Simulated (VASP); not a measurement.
# AlNi in VASP: notebook

The runs below take AlNi through single point, with r2SCAN.

Program: VASP 6.6.1. These are calculated values, not measurements. Logs are shortened: lines on timing, memory, paths and dates and some standing lists are left out, and cuts for length are marked.

## Step 1: The cell of the first run

The typed cell holds 2 atoms: a = 2.946 Å, b = 2.946 Å, c = 2.784 Å, α = 90.00°, β = 90.00°, γ = 89.99°.

## Step 2: Single point, r2SCAN (strain +0.030 along x and y, -0.030 along z)

Input file POSCAR:

```
AlNi
1.0
    2.0830591829     -2.0828323308      0.0000000000
    2.0830591829      2.0828323308      0.0000000000
    0.0000000000      0.0000000000      2.7839168117
Al Ni
1 1
Direct
    0.0000000000      0.0000000000      0.0000000000
    0.5000000000      0.5000000000      0.5000000000
```

Input file INCAR.step1:

```
SYSTEM = AlNi
ALGO     = Normal         ! electronic algorithm
EDIFF    = 1E-4           ! SCF threshold, eV
ENCUT    = 520            ! plane-wave cutoff, eV
GGA      = PE             ! functional
ISMEAR   = 0              ! smearing method
LASPH    = .True.         ! aspherical terms in the spheres
LCHARG   = .False.        ! write CHGCAR
LREAL    = .False.        ! projectors in reciprocal space
LWAVE    = .True.         ! write WAVECAR
NBANDS   = 14             ! bands
NELM     = 80             ! most SCF steps
PREC     = Accurate       ! precision mode
SIGMA    = 0.15           ! smearing width, eV
```

Input file INCAR.step2:

```
SYSTEM = AlNi
ALGO     = Normal         ! electronic algorithm
EDIFF    = 1E-6           ! SCF threshold, eV
ENCUT    = 520            ! plane-wave cutoff, eV
ISIF     = 2              ! what is computed and relaxed
ISMEAR   = 0              ! smearing method
ISTART   = 1            
LASPH    = .True.         ! aspherical terms in the spheres
LCHARG   = .False.        ! write CHGCAR
LMIXTAU  = .True.       
LREAL    = .False.        ! projectors in reciprocal space
LWAVE    = .False.        ! write WAVECAR
METAGGA  = R2SCAN         ! meta-GGA
NBANDS   = 14             ! bands
NELM     = 80             ! most SCF steps
PREC     = Accurate       ! precision mode
SIGMA    = 0.15           ! smearing width, eV
```

Input file KPOINTS:

```
k-points
0
Gamma
  20 20 20
  0 0 0
```

Potentials or basis: VASP PAW PBE potentials, release 64 (Al, Ni).

Run with:

```bash
> cat potpaw_PBE.64/Al/POTCAR potpaw_PBE.64/Ni/POTCAR > POTCAR
> cp INCAR.step1 INCAR
> mpirun -np 1 vasp_std > vasp.out
> cp INCAR.step2 INCAR
> mpirun -np 1 vasp_std > vasp.out
```

OUTCAR:

```text
SYSTEM = AlNi
   EDIFF = 1E-6
   ENCUT = 520
   ISIF = 2
   ISMEAR = 0
   ISTART = 1
   LASPH = .True.
   LREAL = .False.
   METAGGA = R2SCAN
   NELM = 80
   PREC = Accurate

 ion  position               nearest neighbor table
   1  0.000  0.000  0.000-   2 2.51   2 2.51   2 2.51   2 2.51   2 2.51   2 2.51   2 2.51   2 2.51

   2  0.500  0.500  0.500-   1 2.51   1 2.51   1 2.51   1 2.51   1 2.51   1 2.51   1 2.51   1 2.51

  LATTYP: Found a base centered orthorhombic cell.
 ALAT       =     4.1656646616
 B/A-ratio  =     1.0001089152
 C/A-ratio  =     0.6683007486

  Lattice vectors:

 A1 = (  -2.0830591829,  -2.0828323308,   0.0000000000)
 A2 = (   2.0830591829,  -2.0828323308,   0.0000000000)
 A3 = (   0.0000000000,   0.0000000000,   2.7839168117)

Analysis of symmetry for initial positions (statically):
=====================================================================
 Subroutine PRICEL returns:
 Original cell was already a primitive cell.

 Routine SETGRP: Setting up the symmetry group for a
 base centered orthorhombic supercell.

 Subroutine GETGRP returns: Found  8 space group operations
 (whereof  8 operations were pure point group operations)
 out of a pool of  8 trial point group operations.

The static configuration has the point symmetry D_2h.

Analysis of symmetry for dynamics (positions and initial velocities):
=====================================================================
 Subroutine PRICEL returns:
 Original cell was already a primitive cell.

 Routine SETGRP: Setting up the symmetry group for a
 base centered orthorhombic supercell.

 Subroutine GETGRP returns: Found  8 space group operations
 (whereof  8 operations were pure point group operations)
 out of a pool of  8 trial point group operations.

The dynamic configuration has the point symmetry D_2h.

 Subroutine INISYM returns: Found  8 space group operations
 (whereof  8 operations are pure point group operations),
 and found     1 'primitive' translations

----------------------------------------------------------------------------------------

                                     Primitive cell

  volume of cell :      24.1570

  direct lattice vectors                    reciprocal lattice vectors
     2.083059183 -2.082832331  0.000000000     0.240031586 -0.240057729  0.000000000
     2.083059183  2.082832331  0.000000000     0.240031586  0.240057729  0.000000000
     0.000000000  0.000000000  2.783916812     0.000000000  0.000000000  0.359206136

  length of vectors
     2.945730143  2.945730143  2.783916812     0.339474411  0.339474411  0.359206136

  position of ions in fractional coordinates (direct lattice)
     0.000000000  0.000000000  0.000000000
     0.500000000  0.500000000  0.500000000

  ion indices of the primitive-cell ions
   primitive index   ion index
                 1           1
                 2           2

----------------------------------------------------------------------------------------

 KPOINTS: k-points

Automatic generation of k-mesh.
 Grid dimensions read from file:
 generate k-points for:   20   20   20

 Generating k-lattice:

  Cartesian coordinates                     Fractional coordinates (reciprocal lattice)
     0.012001579 -0.012002886  0.000000000     0.050000000 -0.000000000  0.000000000
     0.012001579  0.012002886  0.000000000    -0.000000000  0.050000000  0.000000000
     0.000000000  0.000000000  0.017960307     0.000000000  0.000000000  0.050000000

  Length of vectors
     0.016973721  0.016973721  0.017960307

  Shift w.r.t. Gamma in fractional coordinates (k-lattice)
     0.000000000  0.000000000  0.000000000

 Subroutine IBZKPT returns following result:
 ===========================================

 Found   1221 irreducible k-points:

 Following reciprocal coordinates:
            Coordinates               Weight
  0.000000  0.000000  0.000000      1.000000
  0.050000 -0.000000  0.000000      4.000000
  0.100000 -0.000000  0.000000      4.000000
  0.150000  0.000000  0.000000      4.000000
  0.200000 -0.000000  0.000000      4.000000
  0.250000 -0.000000  0.000000      4.000000
[... 16 lines left out ...]
 -0.400000  0.050000  0.000000      4.000000
 -0.350000  0.050000  0.000000      4.000000
 [... further k-points ...]
   k-points           NKPTS =   1221   k-points in BZ     NKDIM =   1221   number of bands    NBANDS=     14
   number of dos      NEDOS =    301   number of ions     NIONS =      2
   total plane-waves  NPLWV =  13824
   dimension x,y,z NGX =    24 NGY =   24 NGZ =   24
   dimension x,y,z NGXF=    48 NGYF=   48 NGZF=   48
   ions per type =               1   1
   NGX,Y,Z   is equivalent  to a cutoff of  13.54, 13.54, 14.33 a.u.
   NGXF,Y,Z  is equivalent  to a cutoff of  27.09, 27.09, 28.66 a.u.
 SYSTEM =  AlNi
   PREC   = accura    normal or accurate (medium, high low for compatibility)
   ISTART =      1    job   : 0-new  1-cont  2-samecut
   ICHARG =      0    charge: 1-file 2-atom 10-const
   ISPIN  =      1    spin polarized calculation?
   LNONCOLLINEAR =      F non collinear calculations
   LSORBIT =      F    spin-orbit coupling
   LASPH  =      T    aspherical Exc in radial PAW
   ENCUT  =  520.0 eV  38.22 Ry    6.18 a.u.   5.48  5.48  5.18*2*pi/ulx,y,z
   NELM   =     80;   NELMIN=  2; NELMDL=  0     # of ELM steps
   EDIFF  = 0.1E-05   stopping-criterion for ELM
   LREAL  =      F    real-space projection
   EDIFFG = 0.1E-04   stopping-criterion for IOM
   NSW    =      0    number of steps for IOM
   IBRION =     -1    ionic relax: 0-MD 1-quasi-New 2-CG
   NFREE  =      0    steps in history (QN), initial steepest desc. (CG)
   ISIF   =      2    stress and relaxation
   ISYM   =      2    0-nonsym 1-usesym 2-fastsym
   POTIM  = 0.5000    time-step for ionic-motion
   TEBEG  =    0.0;   TEEND  =   0.0 temperature during run
   PSTRESS=    0.0 pullay stress
   NELECT =      13.0000    total number of electrons
   NUPDOWN=      -1.0000    fix difference up-down
   EMIN   =  10.00;   EMAX   =-10.00  energy-range for DOS
   EFERMI =   0.00;   METHOD = LEGACY
   ISMEAR =     0;   SIGMA  =   0.15  broadening in eV -4-tet -1-fermi 0-gaus
   EFERMI_NEDOS =   21; number of points for ismear=-14 and -15
   IALGO  =     38    algorithm
   IMIX   =      4    mixing-type and parameters
     AMIX     =   0.40;   BMIX     =  1.00
     AMIX_MAG =   1.60;   BMIX_MAG =  1.00
  volume/ion in A,a.u.               =      12.08        81.51
  Fermi-wavevector in a.u.,A,eV,Ry     =   1.331604  2.516367 24.125447  1.773170
  Thomas-Fermi vector in A             =   2.460603
   LORBIT       =      0    0 simple, 1 ext, 2 COOP (PROOUT), +10 PAW based schemes
   METAGGA = R2SCAN    functional components
   LHFCALC =     F    Hartree Fock is set to
   AEXX    =    0.0000 exact exchange contribution
   IVDW    =     0    specifies the selected vdW correction
   LEPSILON=     F    determine dielectric tensor
   LRPA    =     F    only Hartree local field effects (RPA)
 non-spin polarized calculation
 Gauss-broadening in eV      SIGMA  =   0.15
  energy-cutoff  :      520.00
  volume of cell :       24.16
 maximum number of plane-waves:       672
 NGX is ok and might be reduce to    24
   NGX = 11   NGY = 11   NGZ = 11

 number of electron      12.9999999 magnetization

 Free energy of the ion-electron system (eV)
  ---------------------------------------------------
  ext. energy  EPLUGINS =         0.00000000
  ---------------------------------------------------
  free energy    TOTEN  =       -20.04697640 eV

  energy without entropy =      -20.03746779  energy(sigma->0) =      -20.04222210

 E-fermi :   9.7550     XC(G=0): -12.9598

 val. band max:        9.7450623625   @ k =   0.5000   0.3500   0.4000
 cond. band min:       9.7612839440   @ k =  -0.4000   0.3500   0.2000
 fundamental gap:      0.0162215815
 Fermi energy:         9.7550338075

 k-point     1 :       0.0000    0.0000    0.0000
  band No.  band energies     occupation
      1      -1.8858      2.00000
      2       6.4242      2.00000
      3       6.4837      2.00000
      4       8.0883      2.00000
      5       8.2254      2.00000
      6       8.2257      2.00000
      7      14.8998      0.00000
      8      14.9007      0.00000
      9      17.0860      0.00000
     10      17.8509      0.00000
     11      18.2260      0.00000
     12      24.7547      0.00000
     13      30.7388      0.00000
     14      32.1838      0.00000

 k-point     2 :       0.0500   -0.0000    0.0000
  band No.  band energies     occupation
      1      -1.8394      2.00000
      2       6.4208      2.00000
      3       6.4898      2.00000
      4       8.0670      2.00000
      5       8.2101      2.00000
      6       8.2273      2.00000
      7      14.3779      0.00000
      8      14.9638      0.00000
      9      17.1433      0.00000
     10      18.0436      0.00000
     11      18.5585      0.00000
     12      24.8729      0.00000
     13      30.0975      0.00000
     14      31.6603      0.00000

 k-point     3 :       0.1000   -0.0000    0.0000
  band No.  band energies     occupation
      1      -1.7003      2.00000
      2       6.3975      2.00000
      3       6.5143      2.00000
      4       8.0065      2.00000
      5       8.1658      2.00000
      6       8.2325      2.00000
      7      13.3365      0.00000
      8      15.1512      0.00000
      9      17.3135      0.00000
     10      18.0990      0.00000
     11      19.5393      0.00000
     12      25.2453      0.00000
     13      28.9072      0.00000
     14      30.5873      0.00000
[... 324 lines left out ...]
 k-point    23 :      -0.4000    0.0500    0.0000
  band No.  band energies     occupation
      1       1.0125      2.00000
      2       4.0945      2.00000
      3       6.8826      2.00000
      4       7.4061      2.00000
      5       7.7140      2.00000
      6       8.2783      2.00000
      7       9.1064      2.00000
      8      17.2706      0.00000
      9      18.9476      0.00000
     10      20.3539      0.00000
     11      21.7288      0.00000
     12      23.8652      0.00000
     13      24.3571      0.00000
     14      26.4176      0.00000

 k-point    24 :      -0.3500    0.0500    0.0000
  band No.  band energies     occupation
      1       0.3678      2.00000
      2       4.8395      2.00000
      3       6.8275      2.00000
      4       7.4740      2.00000
      5       7.7715      2.00000
      6       8.2700      2.00000
      7       9.3307      1.99994
      8      16.7451      0.00000
      9      18.8698      0.00000
     10      19.6647      0.00000
     11      22.5693      0.00000
     12      23.7552      0.00000
     13      24.8653      0.00000
     14      26.9783      0.00000

 [... further k-points ...]
[... 5 lines left out ...]
  --------------------------------------------------------------------------------------
  -------------------------------------------------------------------------------------
  Total       -0.9809896     -0.9768968     -0.1693525      0.0000000      0.0000000      0.0000000
  in kB      -65.0628070    -64.7913576    -11.2320730      0.0000000      0.0000000      0.0000000
  external PRESSURE =     -47.0287459 kB  Pullay stress =       0.0000000 kB

 VOLUME and BASIS-vectors are now :
 -----------------------------------------------------------------------------
  energy-cutoff  :      520.00
  volume of cell :       24.16
      direct lattice vectors                 reciprocal lattice vectors
     2.083059183 -2.082832331  0.000000000     0.240031586 -0.240057729  0.000000000
     2.083059183  2.082832331  0.000000000     0.240031586  0.240057729  0.000000000
     0.000000000  0.000000000  2.783916812     0.000000000  0.000000000  0.359206136

 POSITION                                       TOTAL-FORCE (eV/Angst)
 -----------------------------------------------------------------------------------
      0.00000      0.00000      0.00000        -0.000000      0.000000      0.000000
      2.08306      0.00000      1.39196         0.000000      0.000000      0.000000
 -----------------------------------------------------------------------------------
    total drift:                                0.000000     -0.000000     -0.000000

  FREE ENERGIE OF THE ION-ELECTRON SYSTEM (eV)
  ---------------------------------------------------
  free  energy   TOTEN  =       -20.0469764005 eV

  energy  without entropy=      -20.0374677947  energy(sigma->0) =      -20.04222210
```

Wall time 16 min (1 thread of Oxide Virtual Turin-like, shared host); peak memory 0.48 GiB.

Results:

* Free energy: -20.0470 eV
* Pressure: -4.7 GPa

Stress tensor (GPa, compression positive):
```
-6.51  0.00  0.00
 0.00 -6.48  0.00
 0.00  0.00 -1.12
```

Caveat: the cell differs from its parent crystal (strain +0.030 along x and y, -0.030 along z); the PAW data sets were made with another functional, which shifts forces and pressure a little. Spin polarisation is off, so any magnetic state and its effect on volume and gap are missing.

## Step 3: Single point, r2SCAN (strain +0.000 along x and y, +0.030 along z)

Input file POSCAR:

```
AlNi
1.0
    2.0223875562     -2.0221673115      0.0000000000
    2.0223875562      2.0221673115      0.0000000000
    0.0000000000      0.0000000000      2.9561178515
Al Ni
1 1
Direct
    0.0000000000      0.0000000000      0.0000000000
    0.5000000000      0.5000000000      0.5000000000
```

Input file INCAR.step1:

```
ALGO = Normal
EDIFF = 1E-4
ENCUT = 520
GGA = PE
ISMEAR = 0
LASPH = True
LCHARG = False
LREAL = False
LWAVE = True
NBANDS = 14
NELM = 60
PREC = Accurate
SIGMA = 0.15
```

Input file INCAR.step2:

```
ALGO = Normal
EDIFF = 1E-6
ENCUT = 520
ISIF = 2
ISMEAR = 0
ISTART = 1
LASPH = True
LCHARG = True
LELF = True
LMIXTAU = True
LREAL = False
LVHAR = True
LWAVE = False
METAGGA = R2SCAN
NBANDS = 14
NELM = 60
PREC = Accurate
SIGMA = 0.15
```

Input file KPOINTS:

```
k-points
0
Gamma
  20 20 20
```

Potentials or basis: VASP PAW PBE potentials, release 64 (Al, Ni).

Run with:

```bash
> cat potpaw_PBE.64/Al/POTCAR potpaw_PBE.64/Ni/POTCAR > POTCAR
> cp INCAR.step1 INCAR
> mpirun -np 1 vasp_std > vasp.out
> cp INCAR.step2 INCAR
> mpirun -np 1 vasp_std > vasp.out
```

It took 24 min on 1 thread of Oxide Virtual Turin-like, shared host; peak memory 0.47 GiB.

The run converged. Its results:

```yaml
Free_energy: -20.0563 eV
Pressure: -5.0 GPa
```

Stress tensor (GPa, compression positive):
```
-4.27  0.00  0.00
 0.00 -4.24  0.00
 0.00  0.00 -6.50
```

Levels at points of the mesh, in eV from the Fermi level:
| k point | band 4 | band 5 | band 6 | band 7 | band 8 | band 9 | band 10 | band 11 |
| --- | --- | --- | --- | --- | --- | --- | --- | --- |
| (0.00, 0.00, 0.00) | -1.60 | -1.60 | -1.53 | 5.03 | 6.26 | 6.26 | 8.16 | 8.51 |
| (0.50, 0.00, 0.00) | -2.42 | -2.24 | -1.50 | -0.55 | 8.60 | 9.78 | 10.94 | 10.95 |
| (0.50, 0.50, 0.00) | -2.91 | -2.21 | -2.21 | -0.96 | 1.77 | 2.85 | 12.60 | 15.24 |
| (0.00, 0.00, 0.50) | -2.23 | -2.23 | -1.45 | -0.81 | 8.64 | 10.81 | 10.81 | 11.61 |
| (0.50, 0.00, 0.50) | -3.06 | -2.10 | -2.05 | -1.05 | 1.48 | 2.55 | 13.45 | 15.81 |
| (0.50, 0.50, 0.50) | -1.04 | -0.94 | 2.00 | 2.08 | 2.08 | 4.37 | 4.46 | 4.47 |

Caveat: the cell differs from its parent crystal (strain +0.000 along x and y, +0.030 along z); the PAW data sets were made with another functional, which shifts forces and pressure a little. Spin polarisation is off, so any magnetic state and its effect on volume and gap are missing.
